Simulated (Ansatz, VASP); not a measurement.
## La3Al4As: VASP beside Ansatz

```xyz
8
Lattice="6.2113 0.0000 0.0000 0.0000 6.2113 0.0000 0.0000 0.0000 6.2113" Properties=species:S:1:pos:R:3 pbc="T T T"
La    0.0000    3.1056    3.1056
La    3.1056    0.0000    3.1056
La    3.1056    3.1056    0.0000
Al    3.1056    0.0000    0.0000
Al    0.0000    3.1056    0.0000
Al    0.0000    0.0000    3.1056
Al    3.1056    3.1056    3.1056
As    0.0000    0.0000    0.0000
```

Alike in both runs: functional PBE; k mesh 4 × 4 × 4; occupations gaussian, width 0.1 eV; no spin polarisation.

Ansatz relaxed the structure, and its values are those at the end. VASP's run is a single point on that final structure, the one shown.

|  | VASP | Ansatz |
| --- | --- | --- |
| version | VASP 6.6.1 | Ansatz 0.2.0 |
| potentials or method | VASP PAW PBE potentials, release 64 (La, Al, As), cutoff 520 eV | scalar-relativistic, plane waves, PAW |
| valence electrons in the cell | 50 | 60 |

```tsv
	VASP	Ansatz	Ansatz less VASP
gap on the k mesh at the Fermi level (eV)	none	none	-
pressure (GPa)	0.0	0.0	+0.02
```

A gap of «none» marks a metal or a gap that the smearing closes. VASP's potentials hold 50 valence electrons a cell and Ansatz's 60, so a difference there can come from the potentials and not from the codes.

Neither program's run includes spin-orbit coupling.
